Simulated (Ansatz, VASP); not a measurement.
## ZnH2: VASP beside Ansatz

```
Zn H
1.0
     2.83422    0.00000    0.00000
     0.00000    2.83422    0.00000
     0.00000    0.00000    4.68377
Zn H
1 2
Direct
  0.00000 0.00000 0.50000
  0.00000 0.50000 0.70156
  0.50000 0.00000 0.29844
```

Change from the starting cell: the structure that the rattled cell fell into.

Alike in both runs: functional PBE; k mesh 6 × 6 × 6; occupations gaussian, width 0.1 eV; no spin polarisation.

Ansatz relaxed the structure, and its values are those at the end. VASP's run is a single point on that final structure, the one shown.

```csv
,VASP,Ansatz
version,VASP 6.6.1,Ansatz 0.2.0
potentials or method,"VASP PAW PBE potentials, release 64 (Zn, H), cutoff 520 eV","scalar-relativistic, plane waves, PAW"
valence electrons in the cell,14,14
```

VASP gave:

- gap on the k mesh at the Fermi level (eV): 2.83
- least direct gap on the mesh (eV): 4.56
- pressure (GPa): 0.2
- rms of the force components (eV/Å): 0.011

Task: Estimate Ansatz's values.

Result: gap on the k mesh at the Fermi level (eV): 2.82; least direct gap on the mesh (eV): 4.56; pressure (GPa): 0.1; rms of the force components (eV/Å): 0.001.
